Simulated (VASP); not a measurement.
HfB2, 3 atoms in the cell. Symmetry: P6/mmm, No. 191, hexagonal system. The conventional cell has a = 3.140 Å, b = 3.140 Å, c = 3.515 Å, α = 90.00°, β = 90.00°, γ = 120.00°. Hf (site symmetry 6/mmm) has 12 B at 2.52 Å and 6 Hf at 3.14 Å within 3.3 Å. B (site symmetry -6m2) has 3 B at 1.81 Å within 2.4 Å.  This cell differs from its parent crystal: zz strain of +1 %.

```yaml
Program: VASP 6.6.1
Task: electric field gradients
Functional: PBEsol
Potentials_or_basis: VASP PAW PBE potentials, release 64 (Hf_pv, B)
Cutoff: 520 eV
k_mesh: 15 × 15 × 12
Occupations: fermi-dirac, width 0.03 eV
Spin: no spin polarisation
Dipole_correction: no
Further_INCAR_settings: ALGO = Normal; EDIFF = 1e-08; NBANDS = 15
```

Potentials or basis: VASP PAW PBE potentials, release 64 (Hf_pv, B).

The run is started by

```sh
$ cat potpaw_PBE.64/Hf_pv/POTCAR potpaw_PBE.64/B/POTCAR > POTCAR
$ mpirun -np 1 vasp_std > vasp.out
```

Hardware: 1 thread of Intel Xeon 6975P-C (shared host).

Question: Estimate the wall time of this run.

Answer: Run time: 49 s on 1 thread of Intel Xeon 6975P-C, with other jobs on the host, peak memory 0.21 GiB. Counts: scf iterations 15, k points 189.
